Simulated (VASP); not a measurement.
# ReRh2 (P6/mmm) in VASP: a series of runs

Runs on ReRh2. Level: PBE. Tasks: single point, relaxation of cell and atoms.

All numbers are computed with VASP 6.6.1; they aren't measurements. Logs are shortened: lines on timing, memory, paths and dates and some standing lists are left out, and cuts for length are marked.

## (1) The cell of the first run

Symmetry: P6/mmm, No. 191, hexagonal system. Conventional cell: a = 4.317 Å, b = 4.317 Å, c = 2.676 Å, α = 90.00°, β = 90.00°, γ = 120.00°. Re (site symmetry 6/mmm) has 2 Re at 2.68 Å and 12 Rh at 2.83 Å within 3.5 Å. Rh (site symmetry -6m2) has 5 Rh at 2.49 to 2.68 Å and 6 Re at 2.83 Å within 3.3 Å.

## (2) Single point, PBE

INCAR reads:

```
PREC = Accurate
ENCUT = 520
EDIFF = 1E-6
ISMEAR = 0
SIGMA = 0.1
LREAL = False
LASPH = True
NELM = 80
ALGO = Fast
ISIF = 2
LWAVE = False
LCHARG = True
GGA = PE
LELF = True
LVHAR = True
NBANDS = 26
```

KPOINTS reads:

```
regular mesh
0
Gamma
  12 12 18
```

POSCAR reads:

```
ReRh2
1.0
    4.3173199858      0.0000000000      0.0000000000
   -2.1586599929      3.7389087840      0.0000000000
    0.0000000000      0.0000000000      2.6759503038
Re Rh
1 2
Direct
    0.0000000000      0.0000000000      0.0000000000
    0.3333333333      0.6666666667      0.5000000000
    0.6666666667      0.3333333333      0.5000000000
```

Potentials or basis: VASP PAW PBE potentials, release 64 (Re, Rh_pv).

Run with:

```bash
$ cat potpaw_PBE.64/Re/POTCAR potpaw_PBE.64/Rh_pv/POTCAR > POTCAR
$ mpirun -np 1 vasp_std > vasp.out
```

OUTCAR:

```text
PREC = Accurate
   ENCUT = 520
   EDIFF = 1E-6
   ISMEAR = 0
   LREAL = False
   LASPH = True
   NELM = 80
   ISIF = 2
   GGA = PE

 ion  position               nearest neighbor table
   1  0.000  0.000  0.000-   2 2.83   3 2.83   2 2.83   3 2.83   3 2.83   3 2.83   2 2.83   2 2.83
                             3 2.83   3 2.83   2 2.83   2 2.83
   2  0.333  0.667  0.500-   3 2.49   3 2.49   3 2.49   1 2.83   1 2.83   1 2.83   1 2.83   1 2.83
                             1 2.83
   3  0.667  0.333  0.500-   2 2.49   2 2.49   2 2.49   1 2.83   1 2.83   1 2.83   1 2.83   1 2.83
                             1 2.83

  LATTYP: Found a hexagonal cell.
 ALAT       =     4.3173199858
 C/A-ratio  =     0.6198174591

  Lattice vectors:

 A1 = (   4.3173199858,   0.0000000000,   0.0000000000)
 A2 = (  -2.1586599929,   3.7389087840,   0.0000000000)
 A3 = (   0.0000000000,   0.0000000000,   2.6759503038)

Analysis of symmetry for initial positions (statically):
=====================================================================
 Subroutine PRICEL returns:
 Original cell was already a primitive cell.

 Routine SETGRP: Setting up the symmetry group for a
 hexagonal supercell.

 Subroutine GETGRP returns: Found 24 space group operations
 (whereof 24 operations were pure point group operations)
 out of a pool of 24 trial point group operations.

The static configuration has the point symmetry D_6h.

Analysis of symmetry for dynamics (positions and initial velocities):
=====================================================================
 Subroutine PRICEL returns:
 Original cell was already a primitive cell.

 Routine SETGRP: Setting up the symmetry group for a
 hexagonal supercell.

 Subroutine GETGRP returns: Found 24 space group operations
 (whereof 24 operations were pure point group operations)
 out of a pool of 24 trial point group operations.

The dynamic configuration has the point symmetry D_6h.

 Subroutine INISYM returns: Found 24 space group operations
 (whereof 24 operations are pure point group operations),
 and found     1 'primitive' translations

----------------------------------------------------------------------------------------

                                     Primitive cell

  volume of cell :      43.1954

  direct lattice vectors                    reciprocal lattice vectors
     4.317319986  0.000000000  0.000000000     0.231625176  0.133728858  0.000000000
    -2.158659993  3.738908784  0.000000000     0.000000000  0.267457715  0.000000000
     0.000000000  0.000000000  2.675950304     0.000000000  0.000000000  0.373699018

  length of vectors
     4.317319986  4.317319986  2.675950304     0.267457715  0.267457715  0.373699018

  position of ions in fractional coordinates (direct lattice)
     0.000000000  0.000000000  0.000000000
     0.333333333  0.666666667  0.500000000
     0.666666667  0.333333333  0.500000000

  ion indices of the primitive-cell ions
   primitive index   ion index
                 1           1
                 2           2
                 3           3

----------------------------------------------------------------------------------------

 KPOINTS: regular mesh

Automatic generation of k-mesh.
 Grid dimensions read from file:
 generate k-points for:   12   12   18

 Generating k-lattice:

  Cartesian coordinates                     Fractional coordinates (reciprocal lattice)
     0.019302098  0.011144071  0.000000000     0.083333333  0.000000000  0.000000000
     0.000000000  0.022288143  0.000000000     0.000000000  0.083333333  0.000000000
     0.000000000  0.000000000  0.020761057     0.000000000  0.000000000  0.055555556

  Length of vectors
     0.022288143  0.022288143  0.020761057

  Shift w.r.t. Gamma in fractional coordinates (k-lattice)
     0.000000000  0.000000000  0.000000000

 Subroutine IBZKPT returns following result:
 ===========================================

 Found    190 irreducible k-points:

 Following reciprocal coordinates:
            Coordinates               Weight
  0.000000  0.000000  0.000000      1.000000
  0.083333  0.000000  0.000000      6.000000
  0.166667  0.000000  0.000000      6.000000
  0.250000  0.000000  0.000000      6.000000
  0.333333  0.000000  0.000000      6.000000
  0.416667  0.000000  0.000000      6.000000
[... 16 lines left out ...]
  0.250000  0.000000  0.055556     12.000000
  0.333333  0.000000  0.055556     12.000000
 [... further k-points ...]
   k-points           NKPTS =    190   k-points in BZ     NKDIM =    190   number of bands    NBANDS=     26
   number of dos      NEDOS =    301   number of ions     NIONS =      3
   total plane-waves  NPLWV =  20480
   dimension x,y,z NGX =    32 NGY =   32 NGZ =   20
   dimension x,y,z NGXF=    64 NGYF=   64 NGZF=   40
   ions per type =               1   2
   NGX,Y,Z   is equivalent  to a cutoff of  12.32, 12.32, 12.43 a.u.
   NGXF,Y,Z  is equivalent  to a cutoff of  24.64, 24.64, 24.85 a.u.
 SYSTEM =  unknown system
   PREC   = accura    normal or accurate (medium, high low for compatibility)
   ISTART =      0    job   : 0-new  1-cont  2-samecut
   ICHARG =      2    charge: 1-file 2-atom 10-const
   ISPIN  =      1    spin polarized calculation?
   LNONCOLLINEAR =      F non collinear calculations
   LSORBIT =      F    spin-orbit coupling
   LASPH  =      T    aspherical Exc in radial PAW
   ENCUT  =  520.0 eV  38.22 Ry    6.18 a.u.   8.03  8.03  4.98*2*pi/ulx,y,z
   NELM   =     80;   NELMIN=  2; NELMDL= -5     # of ELM steps
   EDIFF  = 0.1E-05   stopping-criterion for ELM
   LREAL  =      F    real-space projection
   EDIFFG = 0.1E-04   stopping-criterion for IOM
   NSW    =      0    number of steps for IOM
   IBRION =     -1    ionic relax: 0-MD 1-quasi-New 2-CG
   NFREE  =      0    steps in history (QN), initial steepest desc. (CG)
   ISIF   =      2    stress and relaxation
   ISYM   =      2    0-nonsym 1-usesym 2-fastsym
   POTIM  = 0.5000    time-step for ionic-motion
   TEBEG  =    0.0;   TEEND  =   0.0 temperature during run
   PSTRESS=    0.0 pullay stress
   NELECT =      37.0000    total number of electrons
   NUPDOWN=      -1.0000    fix difference up-down
   EMIN   =  10.00;   EMAX   =-10.00  energy-range for DOS
   EFERMI =   0.00;   METHOD = LEGACY
   ISMEAR =     0;   SIGMA  =   0.10  broadening in eV -4-tet -1-fermi 0-gaus
   EFERMI_NEDOS =   21; number of points for ismear=-14 and -15
   IALGO  =     68    algorithm
   IMIX   =      4    mixing-type and parameters
     AMIX     =   0.40;   BMIX     =  1.00
     AMIX_MAG =   1.60;   BMIX_MAG =  1.00
  volume/ion in A,a.u.               =      14.40        97.17
  Fermi-wavevector in a.u.,A,eV,Ry     =   1.554759  2.938068 32.889022  2.417275
  Thomas-Fermi vector in A             =   2.658798
   LORBIT       =      0    0 simple, 1 ext, 2 COOP (PROOUT), +10 PAW based schemes
   GGA     = PE    functional components
   LHFCALC =     F    Hartree Fock is set to
   AEXX    =    0.0000 exact exchange contribution
   IVDW    =     0    specifies the selected vdW correction
   LEPSILON=     F    determine dielectric tensor
   LRPA    =     F    only Hartree local field effects (RPA)
 non-spin polarized calculation
 RMM-DIIS sequential band-by-band and
 Gauss-broadening in eV      SIGMA  =   0.10
  energy-cutoff  :      520.00
  volume of cell :       43.20
 maximum number of plane-waves:      1185
   NGX = 17   NGY = 17   NGZ =  9

 number of electron      36.9999995 magnetization

 Free energy of the ion-electron system (eV)
  ---------------------------------------------------
  ext. energy  EPLUGINS =         0.00000000
  ---------------------------------------------------
  free energy    TOTEN  =       -26.61895249 eV

  energy without entropy =      -26.59727326  energy(sigma->0) =      -26.60811287

 E-fermi :  10.2750     XC(G=0): -13.7915

 val. band max:       10.2660637025   @ k =   0.4167   0.0833   0.0000
 cond. band min:      10.2766805478   @ k =   0.3333   0.0833   0.2222
 fundamental gap:      0.0106168454
 Fermi energy:        10.2749866196

 k-point     1 :       0.0000    0.0000    0.0000
  band No.  band energies     occupation
      1     -36.7953      2.00000
      2     -36.7953      2.00000
      3     -36.2558      2.00000
      4     -36.2558      2.00000
      5     -36.1149      2.00000
      6     -36.0005      2.00000
[... 18 lines left out ...]
     25      19.3942      0.00000
     26      19.5457      0.00000

 k-point     2 :       0.0833    0.0000    0.0000
  band No.  band energies     occupation
      1     -36.7981      2.00000
      2     -36.7883      2.00000
      3     -36.2632      2.00000
      4     -36.2527      2.00000
      5     -36.1132      2.00000
      6     -36.0023      2.00000
[... 18 lines left out ...]
     25      19.3906      0.00000
     26      20.0483      0.00000

 k-point     3 :       0.1667    0.0000    0.0000
  band No.  band energies     occupation
      1     -36.8058      2.00000
      2     -36.7683      2.00000
      3     -36.2844      2.00000
      4     -36.2444      2.00000
      5     -36.1083      2.00000
      6     -36.0074      2.00000
[... 18 lines left out ...]
     25      19.4096      0.00000
     26      20.6218      0.00000

 k-point     4 :       0.2500    0.0000    0.0000
  band No.  band energies     occupation
      1     -36.8158      2.00000
      2     -36.7387      2.00000
      3     -36.3156      2.00000
      4     -36.2334      2.00000
      5     -36.1006      2.00000
      6     -36.0152      2.00000
[... 18 lines left out ...]
     25      19.5340      0.00000
     26      21.7278      0.00000
[... 496 lines left out ...]
      1     -36.8044      2.00000
      2     -36.7670      2.00000
      3     -36.2833      2.00000
      4     -36.2434      2.00000
      5     -36.1211      2.00000
      6     -36.0192      2.00000
[... 18 lines left out ...]
     25      19.3935      0.00000
     26      20.6450      0.00000

 k-point    23 :       0.2500    0.0000    0.0556
  band No.  band energies     occupation
      1     -36.8145      2.00000
      2     -36.7373      2.00000
      3     -36.3145      2.00000
      4     -36.2324      2.00000
      5     -36.1133      2.00000
      6     -36.0272      2.00000
[... 18 lines left out ...]
     25      19.5123      0.00000
     26      21.7265      0.00000

 k-point    24 :       0.3333    0.0000    0.0556
  band No.  band energies     occupation
      1     -36.8242      2.00000
      2     -36.7035      2.00000
      3     -36.3498      2.00000
      4     -36.2217      2.00000
      5     -36.1037      2.00000
      6     -36.0369      2.00000
[... 18 lines left out ...]
     25      19.6624      0.00000
     26      23.2229      0.00000

 [... further k-points ...]

------------------------ aborting loop because EDIFF is reached ----------------------------------------

  FORCE on cell =-STRESS in cart. coord.  units (eV):
  Direction    XX          YY          ZZ          XY          YZ          ZX
  --------------------------------------------------------------------------------------
  -------------------------------------------------------------------------------------
  Total       -0.0113952     -0.0113952     -0.0793127      0.0000000     -0.0000000      0.0000000
  in kB       -0.4226631     -0.4226631     -2.9418221      0.0000000     -0.0000000      0.0000000
  external PRESSURE =      -1.2623828 kB  Pullay stress =       0.0000000 kB

 VOLUME and BASIS-vectors are now :
 -----------------------------------------------------------------------------
  energy-cutoff  :      520.00
  volume of cell :       43.20
      direct lattice vectors                 reciprocal lattice vectors
     4.317319986  0.000000000  0.000000000     0.231625176  0.133728858  0.000000000
    -2.158659993  3.738908784  0.000000000     0.000000000  0.267457715  0.000000000
     0.000000000  0.000000000  2.675950304     0.000000000  0.000000000  0.373699018

 POSITION                                       TOTAL-FORCE (eV/Angst)
 -----------------------------------------------------------------------------------
      0.00000      0.00000      0.00000        -0.000000      0.000000      0.000000
     -0.00000      2.49261      1.33798         0.000000     -0.000000      0.000000
      2.15866      1.24630      1.33798        -0.000000      0.000000      0.000000
 -----------------------------------------------------------------------------------
    total drift:                               -0.000000      0.000000      0.000000

  FREE ENERGIE OF THE ION-ELECTRON SYSTEM (eV)
  ---------------------------------------------------
  free  energy   TOTEN  =       -26.6189524913 eV

  energy  without entropy=      -26.5972732584  energy(sigma->0) =      -26.60811287
```

Run time: 3.7 min. Hardware: 1 thread of Oxide Virtual Turin-like, shared host; peak memory 0.27 GiB.

Results:

| Item | Value |
| --- | --- |
| Free energy | -26.6190 eV |
| Pressure | -0.1 GPa |
| Band gap on the k mesh | zero (an odd number of electrons rules out a gap without spin polarisation) |

Stress tensor (GPa, compression positive):
```
-0.04  0.00  0.00
 0.00 -0.04  0.00
 0.00  0.00 -0.29
```

Caveat: spin-orbit coupling is left out, which moves the levels of the heavy elements.

## (3) Relaxation of cell and atoms, PBE

INCAR reads:

```
SYSTEM = ReRh2
PREC = Accurate
ENCUT = 600
EDIFF = 1E-6
ISMEAR = 0
SIGMA = 0.1
LREAL = .False.
LASPH = .True.
NELM = 80
ALGO = Fast
ISIF = 3
LWAVE = .False.
LCHARG = .False.
GGA = PE
IBRION = 2
NSW = 100
EDIFFG = -0.01
```

KPOINTS reads:

```
regular mesh
0
Gamma
  12 12 18
  0 0 0
```

POSCAR reads:

```
ReRh2
1.0
    4.3112458189      0.0000000000      0.0000000000
   -2.1556229094      3.7336484011      0.0000000000
    0.0000000000      0.0000000000      2.6802691597
Re Rh
1 2
Direct
    0.0000000000      0.0000000000      0.0000000000
    0.3333333333      0.6666666667      0.5000000000
    0.6666666667      0.3333333333      0.5000000000
```

Potentials or basis: VASP PAW PBE potentials, release 64 (Re, Rh_pv).

Run with:

```bash
$ cat potpaw_PBE.64/Re/POTCAR potpaw_PBE.64/Rh_pv/POTCAR > POTCAR
$ mpirun -np 1 vasp_std > vasp.out
```

Wall time 25 min (1 thread of Oxide Virtual Turin-like, shared host); peak memory 0.33 GiB.

It converged, with:

* Free energy: -26.6200 eV
* Relaxed volume: 14.39 Å³/atom
* Relaxed cell: a = 4.317 Å, b = 4.317 Å, c = 2.675 Å, α = 90.00°, β = 90.00°, γ = 120.00°
* Space group after relaxing (to 0.1 Å): P6/mmm (No. 191)
* Energy gained by relaxing: 0.2 meV/atom
* Ionic steps: 9
* Pressure after relaxing: 0.0 GPa
* Band gap on the k mesh: zero (an odd number of electrons rules out a gap without spin polarisation)

Step by step:
```csv
step,energy change (eV),largest force (eV/Å),pressure (GPa),volume (Å³)
1,0.0000,0.0000,0.15,43.14
2,0.0001,0.0000,-0.41,43.23
3,-0.0005,0.0000,-0.10,43.18
4,-0.0005,0.0000,-0.05,43.18
5,-0.0004,0.0000,-0.31,43.20
6,-0.0005,0.0000,-0.10,43.19
7,-0.0005,0.0000,-0.15,43.18
8,-0.0005,0.0000,0.45,43.11
9,-0.0005,0.0000,0.04,43.16
```

Final structure:
```cif
data_structure
_symmetry_space_group_name_H-M 'P 1'
_symmetry_Int_Tables_number 1
_cell_length_a 4.3169
_cell_length_b 4.3169
_cell_length_c 2.6745
_cell_angle_alpha 90.000
_cell_angle_beta 90.000
_cell_angle_gamma 120.000
_cell_volume 43.16
loop_
_atom_site_label
_atom_site_type_symbol
_atom_site_fract_x
_atom_site_fract_y
_atom_site_fract_z
_atom_site_occupancy
Re1 Re 0.00000 0.00000 0.00000 1
Rh1 Rh 0.33333 0.66667 0.50000 1
Rh2 Rh 0.66667 0.33333 0.50000 1
```

Levels at points of the mesh, in eV from the Fermi level:
| k point | band 16 | band 17 | band 18 | band 19 | band 20 | band 21 |
| --- | --- | --- | --- | --- | --- | --- |
| (0.00, 0.00, 0.00) | -1.96 | -1.80 | -1.80 | -1.02 | -1.02 | 2.26 |
| (0.50, 0.00, 0.00) | -1.58 | -0.95 | -0.02 | 0.28 | 0.96 | 0.98 |
| (0.00, 0.00, 0.50) | -2.32 | 1.34 | 1.40 | 1.40 | 1.78 | 1.78 |
| (0.50, 0.00, 0.50) | -1.01 | -0.99 | -0.59 | 1.25 | 1.43 | 2.53 |

Caveat: spin-orbit coupling is left out, which moves the levels of the heavy elements.
